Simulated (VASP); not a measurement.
A run of VASP 6.6.1 is set up as follows.

File INCAR:

```
PREC     = Accurate       # precision mode
ENCUT    = 520            # plane-wave cutoff, eV
EDIFF    = 1E-6           # SCF threshold, eV
ISMEAR   = 0              # smearing method
SIGMA    = 0.1            # smearing width, eV
LREAL    = False          # projectors in reciprocal space
LASPH    = True           # aspherical terms in the spheres
NELM     = 80             # most SCF steps
ALGO     = Normal         # electronic algorithm
ISIF     = 2              # what is computed and relaxed
LWAVE    = False          # write WAVECAR
LCHARG   = False          # write CHGCAR
GGA      = PS             # functional
NBANDS   = 22             # bands
```

Contents of KPOINTS:

```
regular mesh
0
Gamma
  13 13 5
```

File POSCAR:

```
F
1.0
    2.7500000000     -1.6400000000      0.0000000000
    2.7500000000      1.6400000000      0.0000000000
   -1.5360119809      0.0000000000      7.1200165312
F
4
Direct
    0.4950000000      0.4950000000      0.4000000000
    0.5050000000      0.5050000000      0.6000000000
    0.9496000000      0.9496000000      0.9004000000
    0.0504000000      0.0504000000      0.0996000000
```

Potentials or basis: VASP PAW PBE potentials, release 64 (F).

The run is started by

```bash
$ cat potpaw_PBE.64/F/POTCAR > POTCAR
$ mpirun -np 1 vasp_std > vasp.out
```

**Question.** Estimate the largest force.

**Answer.** 1.073 eV/Å.

**Question.** What does it give for the pressure?

**Answer.** -2.7 GPa.

**Question.** Estimate the band gap on the k mesh.

**Answer.** 2.21 eV, direct.

Stress tensor (GPa, compression positive):
```
-0.36  0.00  0.09
 0.00 -0.22  0.00
 0.09  0.00 -7.42
```

Caveat: the PAW data sets were made with another functional, which shifts forces and pressure a little. A k mesh can miss the band edges.
